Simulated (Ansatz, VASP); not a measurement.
**One calculation of Au, two programs**

File INCAR:

```
  PREC = Accurate
  ENCUT = 520
  EDIFF = 1E-7
  ISMEAR = 0
  SIGMA = 0.15
  LREAL = F
  LASPH = T
  NELM = 60
  ALGO = Fast
  ISIF = 2
  LWAVE = F
  LCHARG = T
  GGA = PS
  LELF = T
  LVHAR = T
  NBANDS = 18
```

File KPOINTS:

```
regular mesh
0
Gamma
  24 24 12
```

POSCAR

```
Au
1.0
    3.0084496271      0.0000000000      0.0000000000
   -1.5042248135      2.6053938031      0.0000000000
    0.0000000000      0.0000000000      4.6708135634
Au
2
Direct
    0.3333333333      0.6666666667      0.7500000000
    0.6666666667      0.3333333333      0.2500000000
```

Input for Ansatz:

```yaml
crystal:
  lattice:
    - [3.0084496271, 0.0, 0.0]
    - [-1.5042248135, 2.6053938031, 0.0]
    - [0.0, 0.0, 4.6708135634]
  atoms:
    - { symbol: Au, position: [0.3333333333, 0.6666666667, 0.75] }
    - { symbol: Au, position: [0.6666666667, 0.3333333333, 0.25] }
basis:
  ecutwfc: 420
kpoints:
  mp_grid: { grid: [24, 24, 12] }
hamiltonian:
  xc: pbesol
scf:
  occupations: { method: gaussian, width: 0.15 }
output:
  forces: true
  stress: true
  eigenvalues: true
```

Change from the starting cell: strain +0.050 along x and y, -0.025 along z, atoms carried along.

Alike in both runs: task single point; functional PBEsol; k mesh 24 × 24 × 12; occupations gaussian, width 0.15 eV; no spin polarisation.

```csv
,VASP,Ansatz
version,VASP 6.6.1,Ansatz 0.2.0
potentials or method,"VASP PAW PBE potentials, release 64 (Au), cutoff 520 eV","scalar-relativistic, plane waves, PAW"
valence electrons in the cell,22,38
```

VASP gave:

- gap on the k mesh at the Fermi level (eV): none
- pressure (GPa): -9.8
- traceless stress, the component that is largest in VASP (GPa): 2.87

Q: What did Ansatz give for the same quantities?

A: gap on the k mesh at the Fermi level (eV): none; pressure (GPa): -9.5; traceless stress, the component that is largest in VASP (GPa): 2.90.

VASP's potentials were made for PBE, not for PBEsol. A gap of «none» marks a metal or a gap that the smearing closes. VASP's potentials hold 22 valence electrons a cell and Ansatz's 38, so a difference there can come from the potentials and not from the codes.

Spin-orbit coupling is off throughout.
